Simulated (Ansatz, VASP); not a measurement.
**Two plane-wave programs on Ni**

File INCAR:

```
PREC = Accurate ; ENCUT = 600
EDIFF = 1E-6 ; ISMEAR = -1
SIGMA = 0.1 ; LREAL = False
LASPH = True ; NELM = 100
ALGO = Normal ; ISIF = 3
LWAVE = False ; LCHARG = False
GGA = RE ; IBRION = 2
NSW = 80 ; EDIFFG = -0.01
```

File KPOINTS:

```
Automatic mesh
0
Gamma
  9 9 13
```

File POSCAR:

```
Ni
1.0
    3.9540713024      0.0000000000      0.0000000000
   -1.9770356512      3.4243261962      0.0000000000
    0.0000000000      0.0000000000      2.4238457083
Ni
3
Direct
    0.0000000000      0.0000000000      0.0000000000
    0.3333333333      0.6666666667      0.5000000000
    0.6666666667      0.3333333333      0.5000000000
```

Input for Ansatz:

```yaml
crystal:
  lattice:
    - [3.9540713024, 0.0, 0.0]
    - [-1.9770356512, 3.4243261962, 0.0]
    - [0.0, 0.0, 2.4238457083]
  atoms:
    - { symbol: Ni, position: [0.0, 0.0, 0.0] }
    - { symbol: Ni, position: [0.3333333333, 0.6666666667, 0.5] }
    - { symbol: Ni, position: [0.6666666667, 0.3333333333, 0.5] }
hamiltonian:
  xc: revpbe
  pseudopotentials:
    kind: paw
    azcp:
      Ni: "pseudopotentials/Ni.paw.azcp"
basis:
  ecutwfc: 420
  fft_grid_basis: typed
kpoints:
  mp_grid: { grid: [9, 9, 13], shift: [0, 0, 0] }
magnetization:
  spin_polarized: false
scf:
  occupations: { method: fermi_dirac, width: 0.1 }
relax:
  max_steps: 60
  f_tol: 0.01
  cell: {}
output:
  write_density: true
  write_potential: true
  elf: true
  volumetric_format: npy
```

Alike in both runs: task relaxation of cell and atoms; functional revPBE; k mesh 9 × 9 × 13; occupations fermi-dirac, width 0.1 eV; no spin polarisation.

|  | VASP | Ansatz |
| --- | --- | --- |
| version | VASP 6.6.1 | Ansatz 0.2.0 |
| potentials or method | VASP PAW PBE potentials, release 64 (Ni), cutoff 600 eV | plane waves (420 eV) with PAW, scalar-relativistic |
| valence electrons in the cell | 30 | 54 |

Ansatz gave:

```
relaxed volume (Å³/atom)                                     : 11.30
relaxed cell length with the largest relative difference (Å) : 4.021
```

**Question.** What did VASP give for the same quantities?

**Answer.** Relaxed volume (Å³/atom): 11.30; relaxed cell length with the largest relative difference (Å): 4.022.

VASP's potentials were made for PBE, not for revPBE. VASP's potentials hold 30 valence electrons a cell and Ansatz's 54, so a difference there can come from the potentials and not from the codes.
